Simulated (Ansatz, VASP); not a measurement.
GdN: VASP beside Ansatz

Contents of INCAR:

```
SYSTEM = GdN
  PREC = Accurate
  ENCUT = 520
  EDIFF = 1E-6
  ISMEAR = -1
  SIGMA = 0.05
  LREAL = .False.
  LASPH = .True.
  NELM = 150
  ALGO = Normal
  ISIF = 2
  LWAVE = .False.
  LCHARG = .False.
  ISPIN = 2
  MAGMOM = 7 0
  LORBIT = 11
  LMAXMIX = 6
  GGA = PE
  NBANDS = 22
```

File KPOINTS:

```
Automatic mesh
0
Gamma
  15 15 15
  0 0 0
```

The input POSCAR:

```
GdN
1.0
    0.0000000000      2.5245842131      2.5245842131
    2.5245842131      0.0000000000      2.5245842131
    2.5245842131      2.5245842131      0.0000000000
Gd N
1 1
Direct
    0.0000000000      0.0000000000      0.0000000000
    0.5000000000      0.5000000000      0.5000000000
```

Input for Ansatz:

```yaml
crystal:
  lattice:
    - [0.0, 2.5245842131, 2.5245842131]
    - [2.5245842131, 0.0, 2.5245842131]
    - [2.5245842131, 2.5245842131, 0.0]
  atoms:
    - { symbol: Gd, position: [0.0, 0.0, 0.0], spin: 7.0 }
    - { symbol: "N", position: [0.5, 0.5, 0.5] }
magnetization:
  spin_polarized: true
kpoints:
  mp_grid: { grid: [15, 15, 15] }
scf:
  occupations: { method: fermi_dirac, width: 0.05 }
hamiltonian:
  xc: pbe
  pseudopotentials: { kind: all_electron, lapw: { basis_error: 0.00025 } }
output:
  forces: true
  stress: true
  eigenvalues: true
```

Change from the starting cell: volume scaled by 1.04.

Alike in both runs: task single point; functional PBE; k mesh 15 × 15 × 15; occupations fermi-dirac, width 0.05 eV; collinear spin.

|  | VASP | Ansatz |
| --- | --- | --- |
| version | VASP 6.6.1 | Ansatz 0.2.0 |
| potentials or method | VASP PAW PBE potentials, release 64 (Gd, N), cutoff 520 eV | all-electron LAPW, scalar-relativistic |

Ansatz gave:

```
pressure (GPa)                                                : -5.3
net moment per atom (μB)                                      : 3.50
size of the moment on the site where the two differ most (μB) : 6.99
```

Which values does VASP return?

Pressure (GPa): -5.2; net moment per atom (μB): 3.50; size of the moment on the site where the two differ most (μB): 6.80.

Site moments also hang on the region over which each program counts them. Ansatz ran all-electron here, and VASP with PAW potentials.

Spin-orbit coupling is off throughout.
